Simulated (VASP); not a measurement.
Set up this calculation in VASP 6.6.1, as the native input.

```yaml
Task: single point
Functional: PBEsol
Potentials_or_basis: VASP PAW PBE potentials, release 64 (Hf_pv, O)
Cutoff: 520 eV
k_mesh: 5 × 8 × 4
Occupations: fermi-dirac, width 0.05 eV
Spin: no spin polarisation
Dipole_correction: no
Further_INCAR_settings: ALGO = Normal; EDIFF = 1e-06; NBANDS = 56
```

The structure of HfO2 lies in POSCAR:

```
HfO2
1.0
    5.5269896511      0.0000000000      0.0000000000
    0.0000000000      3.2937753127      0.0000000000
    0.0000000000      0.0000000000      6.4530450418
Hf O
4 8
Direct
    0.7468218854      0.7500000000      0.6112998878
    0.2531781146      0.2500000000      0.3887001122
    0.2468218854      0.7500000000      0.8887001122
    0.7531781146      0.2500000000      0.1112998878
    0.6403475900      0.2500000000      0.4254432778
    0.3596524100      0.7500000000      0.5745567222
    0.1403475900      0.2500000000      0.0745567222
    0.8596524100      0.7500000000      0.9254432778
    0.5236080590      0.2500000000      0.8394379841
    0.4763919410      0.7500000000      0.1605620159
    0.0236080590      0.2500000000      0.6605620159
    0.9763919410      0.7500000000      0.3394379841
```

One way to write it, as run:

INCAR

```
PREC = Accurate
ENCUT = 520
EDIFF = 1E-6
ISMEAR = -1
SIGMA = 0.05
LREAL = False
LASPH = True
NELM = 80
ALGO = Normal
ISIF = 2
LWAVE = False
LCHARG = False
GGA = PS
NBANDS = 56
```

KPOINTS

```
regular mesh
0
Gamma
  5 8 4
```

Potentials or basis: VASP PAW PBE potentials, release 64 (Hf_pv, O).

The run is started by

```sh
$ cat potpaw_PBE.64/Hf_pv/POTCAR potpaw_PBE.64/O/POTCAR > POTCAR
$ mpirun -np 1 vasp_std > vasp.out
```

Results of the run:

```
Pressure               : -3.7 GPa
Largest force          : 0.060 eV/Å
Band gap on the k mesh : 3.24 eV
```

Caveat: the cell stands under tension; the PAW data sets were made with another functional, which shifts forces and pressure a little; spin-orbit coupling is left out, which moves the levels of the heavy elements.

Wall time 4.1 min on 1 thread of Oxide Virtual Turin-like Processor, on a shared host, peak memory 0.3 GiB.
